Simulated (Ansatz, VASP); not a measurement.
**Si in VASP and in Ansatz**

```xyz
8
Lattice="-3.3584 3.3584 3.4404 3.3584 -3.3584 3.4404 3.3584 3.3584 -3.4404" Properties=species:S:1:pos:R:3 pbc="T T T"
Si    0.6878    0.6878    0.7046
Si   -0.6878    2.6706    0.7046
Si    0.6878   -0.6878    2.7358
Si    2.6706    0.6878   -0.7046
Si    2.6706    2.6706    2.7358
Si    0.6878    4.0462   -0.7046
Si   -0.6878    0.6878    4.1449
Si    4.0462   -0.6878    0.7046
```

Alike in both runs: task single point; functional PBEsol; k mesh 10 × 10 × 10; occupations gaussian, width 0.15 eV; no spin polarisation.

```csv
,VASP,Ansatz
version,VASP 6.6.1,Ansatz 0.2.0
potentials or method,"VASP PAW PBE potentials, release 64 (Si), cutoff 520 eV","scalar-relativistic, plane waves, PAW"
valence electrons in the cell,32,32
```

|  | VASP | Ansatz | Ansatz less VASP |
| --- | --- | --- | --- |
| gap on the k mesh at the Fermi level (eV) | none | none | - |
| pressure (GPa) | -6.5 | -6.6 | -0.10 |
| traceless stress, the component that is largest in VASP (GPa) | -2.12 | -2.11 | +0.004 |
| rms of the force components (eV/Å) | 0.184 | 0.189 | +0.0048 |

VASP's potentials were made for PBE, not for PBEsol, and Ansatz warns of the same on its side. Atom by atom the forces differ by 0.005 eV/Å (rms over components). A gap of «none» marks a metal or a gap that the smearing closes.
